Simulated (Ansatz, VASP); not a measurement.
## AlNi in VASP and in Ansatz

Contents of POSCAR:

```
AlNi
1.0
    2.8616638469      0.0000000000      0.0000000000
    0.0000000000      2.8616638469      0.0000000000
    0.0000000000      0.0000000000      2.8616638469
Ni Al
1 1
Direct
    0.5000000000      0.5000000000      0.5000000000
    0.0000000000      0.0000000000      0.0000000000
```

File INCAR.step1:

```
SYSTEM = AlNi
ALGO = Normal ; EDIFF = 1E-4
ENCUT = 520 ; GGA = PE
ISMEAR = -1 ; ISPIN = 2
LASPH = .True. ; LCHARG = .False.
LMAXMIX = 4 ; LREAL = .False.
LWAVE = .True. ; MAGMOM = 1 0
NBANDS = 18 ; NELM = 150
PREC = Accurate ; SIGMA = 0.05
```

File INCAR.step2:

```
SYSTEM = AlNi
ALGO = Normal ; EDIFF = 1E-6
ENCUT = 520 ; ISIF = 2
ISMEAR = -1 ; ISPIN = 2
ISTART = 1 ; LASPH = .True.
LCHARG = .True. ; LELF = .True.
LMAXMIX = 4 ; LMIXTAU = .True.
LORBIT = 11 ; LREAL = .False.
LVHAR = .True. ; LWAVE = .False.
MAGMOM = 1 0 ; METAGGA = R2SCAN
NBANDS = 18 ; NELM = 150
PREC = Accurate ; SIGMA = 0.05
```

The input KPOINTS:

```
k-points
0
Gamma
  9 9 9
  0 0 0
```

The input input.yaml:

```yaml
crystal:
  lattice:
    - [2.8616638469, 0.0, 0.0]
    - [0.0, 2.8616638469, 0.0]
    - [0.0, 0.0, 2.8616638469]
  atoms:
    - { symbol: Ni, position: [0.5, 0.5, 0.5], spin: 1.0 }
    - { symbol: Al, position: [0.0, 0.0, 0.0] }
hamiltonian:
  xc: r2scan
  pseudopotentials: { kind: paw }
magnetization:
  spin_polarized: true
kpoints:
  mp_grid: { grid: [9, 9, 9] }
scf:
  occupations: { method: fermi_dirac, width: 0.05 }
output:
  forces: true
  stress: true
  eigenvalues: true
```

Alike in both runs: task single point; functional r2SCAN; k mesh 9 × 9 × 9; occupations fermi-dirac, width 0.05 eV; collinear spin.

|  | VASP | Ansatz |
| --- | --- | --- |
| version | VASP 6.6.1 | Ansatz 0.2.0 |
| potentials or method | VASP PAW PBE potentials, release 64 (Ni, Al) | Ansatz PAW |
| plane-wave cutoff (eV) | 520 | 500 |
| valence electrons in the cell | 13 | 21 |

Ansatz gave:

- gap on the k mesh at the Fermi level (eV): none
- pressure (GPa): 0.2
- net moment per atom (μB): 0.00

Problem. What did VASP give for the same quantities?

Solution. gap on the k mesh at the Fermi level (eV): none; pressure (GPa): 0.0; net moment per atom (μB): 0.00.

VASP's potentials were made for PBE, not for r2SCAN. A gap of «none» marks a metal or a gap that the smearing closes. VASP's potentials hold 13 valence electrons a cell and Ansatz's 21, so a difference there can come from the potentials and not from the codes.

Noted on Ansatz's run: the magnetic or orbital state may not be the lowest.
